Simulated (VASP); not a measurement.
# TaGe3Ru (Pm-3m) in VASP: a series of runs

Runs on TaGe3Ru. Level: PBE. Tasks: relaxation of cell and atoms, single point.

Program: VASP 6.6.1. These are calculated values, not measurements. Logs are shortened: lines on timing, memory, paths and dates and some standing lists are left out, and cuts for length are marked.

## 1. The cell of the first run

Symmetry: Pm-3m, No. 221, cubic system. The conventional cell has a = 4.420 Å, b = 4.420 Å, c = 4.420 Å, α = 90.00°, β = 90.00°, γ = 90.00°. Within 2.9 Å of Ta (site symmetry m-3m) lie 6 Ge at 2.21 Å. Ge (site symmetry 4/mmm) has 2 Ta at 2.21 Å within 2.9 Å. Within 4.1 Å of Ru (site symmetry m-3m) lie 12 Ge at 3.13 Å and 8 Ta at 3.83 Å.

The cell was generated, and may not be a known phase.

## 2. Relaxation of cell and atoms, PBE

INCAR

```
PREC = Accurate
ENCUT = 600
EDIFF = 1E-7
ISMEAR = 0
SIGMA = 0.1
LREAL = F
LASPH = T
NELM = 60
ALGO = Normal
ISIF = 3
LWAVE = F
LCHARG = F
GGA = PE
IBRION = 2
NSW = 90
EDIFFG = -0.04
```

KPOINTS

```
Automatic mesh
0
Gamma
  4 4 4
```

POSCAR

```
TaGe3Ru
1.0
    4.4197215800      0.0000000000      0.0000000000
    0.0000000000      4.4197215800      0.0000000000
    0.0000000000      0.0000000000      4.4197215800
Ta Ge Ru
1 3 1
Direct
    0.0000000000      0.0000000000      0.0000000000
    0.5000000000      0.0000000000      0.0000000000
    0.0000000000      0.5000000000      0.0000000000
    0.0000000000      0.0000000000      0.5000000000
    0.5000000000      0.5000000000      0.5000000000
```

Potentials or basis: VASP PAW PBE potentials, release 64 (Ta_pv, Ge_d, Ru_pv).

Started as:

```
> cat potpaw_PBE.64/Ta_pv/POTCAR potpaw_PBE.64/Ge_d/POTCAR potpaw_PBE.64/Ru_pv/POTCAR > POTCAR
> mpirun -np 1 vasp_std > vasp.out
```

OUTCAR:

```text
PREC = Accurate
   ENCUT = 600
   EDIFF = 1E-7
   ISMEAR = 0
   LREAL = F
   LASPH = T
   NELM = 60
   ISIF = 3
   GGA = PE
   IBRION = 2
   NSW = 90
   EDIFFG = -0.04

 ion  position               nearest neighbor table
   1  0.000  0.000  0.000-   2 2.21   3 2.21   4 2.21   4 2.21   3 2.21   2 2.21
   2  0.500  0.000  0.000-   1 2.21   1 2.21   5 3.13   5 3.13   5 3.13   5 3.13
   3  0.000  0.500  0.000-   1 2.21   1 2.21   5 3.13   5 3.13   5 3.13   5 3.13
   4  0.000  0.000  0.500-   1 2.21   1 2.21   5 3.13   5 3.13   5 3.13   5 3.13
   5  0.500  0.500  0.500-   2 3.13   3 3.13   4 3.13   2 3.13   3 3.13   2 3.13   4 3.13   2 3.13
                             3 3.13   4 3.13   3 3.13   4 3.13

  LATTYP: Found a simple cubic cell.
 ALAT       =     4.4197215800

  Lattice vectors:

 A1 = (   4.4197215800,   0.0000000000,   0.0000000000)
 A2 = (   0.0000000000,   4.4197215800,   0.0000000000)
 A3 = (   0.0000000000,   0.0000000000,   4.4197215800)

Analysis of symmetry for initial positions (statically):
=====================================================================
 Subroutine PRICEL returns:
 Original cell was already a primitive cell.

 Routine SETGRP: Setting up the symmetry group for a
 simple cubic supercell.

 Subroutine GETGRP returns: Found 48 space group operations
 (whereof 48 operations were pure point group operations)
 out of a pool of 48 trial point group operations.

The static configuration has the point symmetry O_h .

Analysis of symmetry for dynamics (positions and initial velocities):
=====================================================================
 Subroutine PRICEL returns:
 Original cell was already a primitive cell.

 Routine SETGRP: Setting up the symmetry group for a
 simple cubic supercell.

 Subroutine GETGRP returns: Found 48 space group operations
 (whereof 48 operations were pure point group operations)
 out of a pool of 48 trial point group operations.

The dynamic configuration has the point symmetry O_h .

 Subroutine INISYM returns: Found 48 space group operations
 (whereof 48 operations are pure point group operations),
 and found     1 'primitive' translations

----------------------------------------------------------------------------------------

                                     Primitive cell

  volume of cell :      86.3346

  direct lattice vectors                    reciprocal lattice vectors
     4.419721580  0.000000000  0.000000000     0.226258596  0.000000000  0.000000000
     0.000000000  4.419721580  0.000000000     0.000000000  0.226258596  0.000000000
     0.000000000  0.000000000  4.419721580     0.000000000  0.000000000  0.226258596

  length of vectors
     4.419721580  4.419721580  4.419721580     0.226258596  0.226258596  0.226258596

  position of ions in fractional coordinates (direct lattice)
     0.000000000  0.000000000  0.000000000
     0.500000000  0.000000000  0.000000000
     0.000000000  0.500000000  0.000000000
     0.000000000  0.000000000  0.500000000
     0.500000000  0.500000000  0.500000000

  ion indices of the primitive-cell ions
   primitive index   ion index
                 1           1
                 2           2
                 3           3
                 4           4
                 5           5

----------------------------------------------------------------------------------------

 KPOINTS: Automatic mesh

Automatic generation of k-mesh.
 Grid dimensions read from file:
 generate k-points for:    4    4    4

 Generating k-lattice:

  Cartesian coordinates                     Fractional coordinates (reciprocal lattice)
     0.056564649  0.000000000  0.000000000     0.250000000  0.000000000  0.000000000
     0.000000000  0.056564649  0.000000000     0.000000000  0.250000000  0.000000000
     0.000000000  0.000000000  0.056564649     0.000000000  0.000000000  0.250000000

  Length of vectors
     0.056564649  0.056564649  0.056564649

  Shift w.r.t. Gamma in fractional coordinates (k-lattice)
     0.000000000  0.000000000  0.000000000

 Subroutine IBZKPT returns following result:
 ===========================================

 Found     10 irreducible k-points:

 Following reciprocal coordinates:
            Coordinates               Weight
  0.000000  0.000000  0.000000      1.000000
  0.250000  0.000000  0.000000      6.000000
  0.500000  0.000000  0.000000      3.000000
  0.250000  0.250000  0.000000     12.000000
  0.500000  0.250000  0.000000     12.000000
  0.500000  0.500000  0.000000      3.000000
  0.250000  0.250000  0.250000      8.000000
  0.500000  0.250000  0.250000     12.000000
  0.500000  0.500000  0.250000      6.000000
  0.500000  0.500000  0.500000      1.000000
   k-points           NKPTS =     10   k-points in BZ     NKDIM =     10   number of bands    NBANDS=     40
   number of dos      NEDOS =    301   number of ions     NIONS =      5
   total plane-waves  NPLWV =  46656
   dimension x,y,z NGX =    36 NGY =   36 NGZ =   36
   dimension x,y,z NGXF=    72 NGYF=   72 NGZF=   72
   ions per type =               1   3   1
   NGX,Y,Z   is equivalent  to a cutoff of  13.54, 13.54, 13.54 a.u.
   NGXF,Y,Z  is equivalent  to a cutoff of  27.08, 27.08, 27.08 a.u.
 SYSTEM =  unknown system
   PREC   = accura    normal or accurate (medium, high low for compatibility)
   ISTART =      0    job   : 0-new  1-cont  2-samecut
   ICHARG =      2    charge: 1-file 2-atom 10-const
   ISPIN  =      1    spin polarized calculation?
   LNONCOLLINEAR =      F non collinear calculations
   LSORBIT =      F    spin-orbit coupling
   LASPH  =      T    aspherical Exc in radial PAW
   ENCUT  =  600.0 eV  44.10 Ry    6.64 a.u.   8.83  8.83  8.83*2*pi/ulx,y,z
   NELM   =     60;   NELMIN=  2; NELMDL= -5     # of ELM steps
   EDIFF  = 0.1E-06   stopping-criterion for ELM
   LREAL  =      F    real-space projection
   EDIFFG = -.4E-01   stopping-criterion for IOM
   NSW    =     90    number of steps for IOM
   IBRION =      2    ionic relax: 0-MD 1-quasi-New 2-CG
   NFREE  =      1    steps in history (QN), initial steepest desc. (CG)
   ISIF   =      3    stress and relaxation
   ISYM   =      2    0-nonsym 1-usesym 2-fastsym
   POTIM  = 0.5000    time-step for ionic-motion
   TEBEG  =    0.0;   TEEND  =   0.0 temperature during run
   PSTRESS=    0.0 pullay stress
   NELECT =      67.0000    total number of electrons
   NUPDOWN=      -1.0000    fix difference up-down
   EMIN   =  10.00;   EMAX   =-10.00  energy-range for DOS
   EFERMI =   0.00;   METHOD = LEGACY
   ISMEAR =     0;   SIGMA  =   0.10  broadening in eV -4-tet -1-fermi 0-gaus
   EFERMI_NEDOS =   21; number of points for ismear=-14 and -15
   IALGO  =     38    algorithm
   IMIX   =      4    mixing-type and parameters
     AMIX     =   0.40;   BMIX     =  1.00
     AMIX_MAG =   1.60;   BMIX_MAG =  1.00
  volume/ion in A,a.u.               =      17.27       116.52
  Fermi-wavevector in a.u.,A,eV,Ry     =   1.504428  2.842957 30.794131  2.263305
  Thomas-Fermi vector in A             =   2.615409
   LORBIT       =      0    0 simple, 1 ext, 2 COOP (PROOUT), +10 PAW based schemes
   GGA     = PE    functional components
   LHFCALC =     F    Hartree Fock is set to
   AEXX    =    0.0000 exact exchange contribution
   IVDW    =     0    specifies the selected vdW correction
   LEPSILON=     F    determine dielectric tensor
   LRPA    =     F    only Hartree local field effects (RPA)
 conjugate gradient relaxation of ions
 non-spin polarized calculation
 Gauss-broadening in eV      SIGMA  =   0.10
  energy-cutoff  :      600.00
  volume of cell :       86.33
 maximum number of plane-waves:      2897
 NGX is ok and might be reduce to    36
   NGX = 17   NGY = 17   NGZ = 17

--------------------------------------- Ionic step        1  -------------------------------------------

 number of electron      67.0000033 magnetization

 Free energy of the ion-electron system (eV)
  ---------------------------------------------------
  ext. energy  EPLUGINS =         0.00000000
  ---------------------------------------------------
  free energy    TOTEN  =       -24.93105435 eV

  energy without entropy =      -24.88678741  energy(sigma->0) =      -24.90892088

------------------------ aborting loop because EDIFF is reached ----------------------------------------

  FORCE on cell =-STRESS in cart. coord.  units (eV):
  Direction    XX          YY          ZZ          XY          YZ          ZX
  --------------------------------------------------------------------------------------
  -------------------------------------------------------------------------------------
  Total       22.9188707     22.9188707     22.9188707      0.0000000      0.0000000     -0.0000000
  in kB      425.3231890    425.3231890    425.3231890      0.0000000      0.0000000     -0.0000000
  external PRESSURE =     425.3231890 kB  Pullay stress =       0.0000000 kB
[... 24 lines left out ...]
  energy  without entropy=      -24.8867874095  energy(sigma->0) =      -24.90892088

--------------------------------------- Ionic step        2  -------------------------------------------

 number of electron      67.0000055 magnetization

 E-fermi :   2.1553     XC(G=0):  -9.0148

 val. band max:        2.1338463216   @ k =   0.2500   0.0000   0.0000
 cond. band min:       2.2001795236   @ k =   0.5000   0.2500   0.0000
 fundamental gap:      0.0663332020
 Fermi energy:         2.1553121106

 k-point     1 :       0.0000    0.0000    0.0000
  band No.  band energies     occupation
      1     -39.1199      2.00000
      2     -39.1199      2.00000
      3     -39.1199      2.00000
      4     -32.5601      2.00000
      5     -32.5601      2.00000
      6     -32.5601      2.00000
[... 494 lines left out ...]
  energy  without entropy=      -28.1216835274  energy(sigma->0) =      -28.14848946

--------------------------------------- Ionic step        4  -------------------------------------------

 number of electron      66.9999988 magnetization

 Free energy of the ion-electron system (eV)
  ---------------------------------------------------
  ext. energy  EPLUGINS =         0.00000000
  ---------------------------------------------------
  free energy    TOTEN  =       -28.17653824 eV

  energy without entropy =      -28.12270406  energy(sigma->0) =      -28.14962115

 E-fermi :   4.2706     XC(G=0): -10.3050

 val. band max:        4.2625252441   @ k =   0.5000   0.2500   0.0000
 cond. band min:       4.2933277140   @ k =   0.5000   0.5000   0.0000
 fundamental gap:      0.0308024699
 Fermi energy:         4.2706281495

 k-point     1 :       0.0000    0.0000    0.0000
  band No.  band energies     occupation
      1     -37.1146      2.00000
      2     -37.1146      2.00000
      3     -37.1146      2.00000
      4     -29.8457      2.00000
      5     -29.8457      2.00000
      6     -29.8457      2.00000
[... 451 lines left out ...]
  FREE ENERGIE OF THE ION-ELECTRON SYSTEM (eV)
  ---------------------------------------------------
  free  energy   TOTEN  =       -28.1765382445 eV

  energy  without entropy=      -28.1227040643  energy(sigma->0) =      -28.14962115

 reached required accuracy - stopping structural energy minimisation
```

Wall time 4.2 min (1 thread of Intel Xeon Platinum 8259CL at 2.50GHz (Skylake/Cascade Lake), shared host); peak memory 0.24 GiB.

Results:

* Free energy: -28.1765 eV
* Relaxed volume: 23.64 Å³/atom
* Relaxed cell: a = 4.908 Å, b = 4.908 Å, c = 4.908 Å, α = 90.00°, β = 90.00°, γ = 90.00°
* Space group after relaxing (to 0.1 Å): Pm-3m (No. 221)
* Energy gained by relaxing: 649.1 meV/atom
* Ionic steps: 4
* Pressure after relaxing: -0.1 GPa
* Band gap on the k mesh: zero (an odd number of electrons rules out a gap without spin polarisation)

The path:
```
step  energy change (eV)  largest force (eV/Å)  pressure (GPa)  volume (Å³)
   1              0.0000                0.0000           42.53        86.33
   2             -1.4340                0.0000          -11.48       157.21
   3             -3.2442                0.0000           -0.49       118.94
   4             -3.2455                0.0000           -0.06       118.22
```

Final structure:
```
CELL_PARAMETERS angstrom
4.90789 0.00000 0.00000
0.00000 4.90789 0.00000
0.00000 0.00000 4.90789
ATOMIC_POSITIONS crystal
Ta 0.00000 0.00000 0.00000
Ge 0.50000 0.00000 0.00000
Ge 0.00000 0.50000 0.00000
Ge 0.00000 0.00000 0.50000
Ru 0.50000 0.50000 0.50000
```

Caveat: the volume moved by over 15 % at a fixed basis, so the end points are rough; spin-orbit coupling is left out, which moves the levels of the heavy elements.

(Part 1 of 2 ends here.)

The gap in the log of VASP goes by the Fermi energy; the results here count the filled bands.